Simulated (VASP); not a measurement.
Runs of VASP 6.6.1 on Au. The structure is that of space group P6_3/mmc (No. 194), or close to it. The cells are those of the table. 

| cell | gap on the mesh (eV) | pressure (GPa) |
| --- | --- | --- |
| a = 2.919, b = 2.919, c = 4.912 Å, angles 90.0, 90.0, 120.0°, 2 atoms | none | -12.6 |
| a = 2.871, b = 2.871, c = 4.880 Å, angles 90.0, 90.0, 120.0°, 2 atoms | none | (c) |
| a = 2.958, b = 2.958, c = 4.880 Å, angles 90.0, 90.0, 120.0°, 2 atoms | none | (b) |
| a = 2.957, b = 2.957, c = 4.976 Å, angles 90.0, 90.0, 120.0°, 2 atoms | none | -16.4 |
| a = 2.842, b = 2.842, c = 4.880 Å, angles 90.0, 90.0, 120.0°, 2 atoms | none | -4.3 |
| a = 2.929, b = 2.929, c = 4.880 Å, angles 90.0, 90.0, 120.0°, 2 atoms | none | -12.7 |
| a = 2.881, b = 2.881, c = 4.847 Å, angles 90.0, 90.0, 120.0°, 2 atoms | none | (a) |
| a = 2.841, b = 2.841, c = 4.780 Å, angles 90.0, 90.0, 120.0°, 2 atoms | none | -0.8 |

Alike in all rows: task single point; level LDA; potentials or basis VASP PAW LDA potentials, release 64 (Au); no spin polarisation; k mesh 14 × 14 × 8; cutoff (eV) 520; smearing fermi-dirac 0.03 eV.

**Question.** Fill in the values left out.

**Answer.** (a) -7.6; (b) -14.7; (c) -7.5.

Caveats: spin-orbit coupling is left out, which moves the levels of the heavy elements.

A k mesh can miss the band edges, and the runs leave out spin-orbit coupling on Au.

A gap of «none» marks levels without a gap at the run's occupations.
